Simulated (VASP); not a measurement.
Runs of VASP 6.6.1 on Pt. The structure is that of space group I4/mmm (No. 139), or close to it. The cells are those of the table. 

```csv
cell,gap on the mesh (eV),pressure (GPa)
"a = 2.742, b = 2.742, c = 3.310 Å, angles 52.9, 52.9, 74.3°, 1 atom",none,-12.6
"a = 2.637, b = 2.637, c = 2.869 Å, angles 57.1, 57.1, 65.9°, 1 atom",none,25.8
"a = 2.755, b = 2.755, c = 2.838 Å, angles 59.0, 59.0, 62.0°, 1 atom",none,-7.3
"a = 2.682, b = 2.682, c = 2.990 Å, angles 56.1, 56.1, 67.7°, 1 atom",none,3.6
"a = 2.877, b = 2.877, c = 2.694 Å, angles 62.1, 62.1, 55.8°, 1 atom",none,-12.6
"a = 2.654, b = 2.654, c = 3.148 Å, angles 53.6, 53.6, 72.8°, 1 atom",none,14.2
"a = 2.707, b = 2.707, c = 2.869 Å, angles 58.0, 58.0, 64.0°, 1 atom",none,2.0
"a = 2.700, b = 2.700, c = 2.782 Å, angles 59.0, 59.0, 62.0°, 1 atom",none,(a)
"a = 2.662, b = 2.662, c = 3.214 Å, angles 52.9, 52.9, 74.3°, 1 atom",none,13.6
"a = 2.680, b = 2.680, c = 2.840 Å, angles 58.0, 58.0, 64.0°, 1 atom",none,(b)
"a = 2.793, b = 2.793, c = 2.615 Å, angles 62.1, 62.1, 55.8°, 1 atom",none,13.7
"a = 2.707, b = 2.707, c = 3.212 Å, angles 53.6, 53.6, 72.8°, 1 atom",none,-4.9
```

Alike in all rows: task single point; level LDA; potentials or basis VASP PAW LDA potentials, release 64 (Pt); no spin polarisation; k mesh 22 × 22 × 22; cutoff (eV) 520; smearing gaussian 0.15 eV.

Question: Fill in the values left out.

Answer: (a) 11.5; (b) 12.5.

Caveats: spin-orbit coupling is left out, which moves the levels of the heavy elements; the cell stands under pressure (at least some runs); the cell stands under tension (at least some runs).

A k mesh can miss the band edges, and the runs leave out spin-orbit coupling on Pt.

A gap of «none» marks levels without a gap at the run's occupations.
